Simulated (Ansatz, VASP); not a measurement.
## Sc3BN2 in VASP and in Ansatz

Contents of INCAR:

```
SYSTEM = Sc3BN2
PREC = Accurate
ENCUT = 600
EDIFF = 1E-6
ISMEAR = 0
SIGMA = 0.1
LREAL = .FALSE.
LASPH = .TRUE.
NELM = 80
ALGO = Normal
ISIF = 3
LWAVE = .FALSE.
LCHARG = .FALSE.
GGA = PE
IBRION = 2
NSW = 100
EDIFFG = -0.01
```

KPOINTS

```
regular mesh
0
G
  6 6 10
  0 0 0
```

POSCAR

```
Sc3BN2
1.0
    5.8646430774      0.0000000000      0.0000000000
   -2.9323215387      5.0789298892      0.0000000000
    0.0000000000      0.0000000000      3.8898055218
Sc B N
3 1 2
Direct
    0.5000000000      0.0000000000      0.0000000000
    0.0000000000      0.5000000000      0.0000000000
    0.5000000000      0.5000000000      0.0000000000
    0.0000000000      0.0000000000      0.0000000000
    0.0000000000      0.0000000000      0.3390199203
    0.0000000000      0.0000000000      0.6609800797
```

Input for Ansatz:

```yaml
crystal:
  lattice:
    - [5.8646430774, 0.0, 0.0]
    - [-2.9323215387, 5.0789298892, 0.0]
    - [0.0, 0.0, 3.8898055218]
  atoms:
    - { symbol: Sc, position: [0.5, 0.0, 0.0] }
    - { symbol: Sc, position: [0.0, 0.5, 0.0] }
    - { symbol: Sc, position: [0.5, 0.5, 0.0] }
    - { symbol: B, position: [0.0, 0.0, 0.0] }
    - { symbol: "N", position: [0.0, 0.0, 0.3390199203] }
    - { symbol: "N", position: [0.0, 0.0, 0.6609800797] }
basis:
  ecutwfc: 420
kpoints:
  mp_grid: { grid: [6, 6, 10] }
hamiltonian:
  xc: pbe
scf:
  occupations: { method: gaussian, width: 0.1 }
output:
  forces: true
  stress: true
  eigenvalues: true
  write_density: true
  write_potential: true
  elf: true
  volumetric_format: npy
relax:
  adjacent_minimum: "off"
  f_tol: 0.01
  max_steps: 80
  cell: { stress_tol: 0.05 }
```

Alike in both runs: task relaxation of cell and atoms; functional PBE; k mesh 6 × 6 × 10; occupations gaussian, width 0.1 eV; no spin polarisation.

```csv
,VASP,Ansatz
version,VASP 6.6.1,Ansatz 0.2.0
potentials or method,"VASP PAW PBE potentials, release 64 (Sc_sv, B, N), cutoff 600 eV","scalar-relativistic, plane waves, PAW"
valence electrons in the cell,46,46
```

Ansatz gave:

| Item | Value |
| --- | --- |
| gap on the k mesh at the Fermi level, each at its own relaxed structure (eV) | none |
| relaxed volume (Å³/atom) | 19.73 |
| relaxed length of the cell vector where the two differ most in proportion (Å) | 3.871 |

Which values does VASP return?

gap on the k mesh at the Fermi level, each at its own relaxed structure (eV): none; relaxed volume (Å³/atom): 19.73; relaxed length of the cell vector where the two differ most in proportion (Å): 3.867.

A gap of «none» marks a metal or a gap that the smearing closes.

Noted on VASP's run: the standard files for N, O and F lose accuracy on very short bonds.
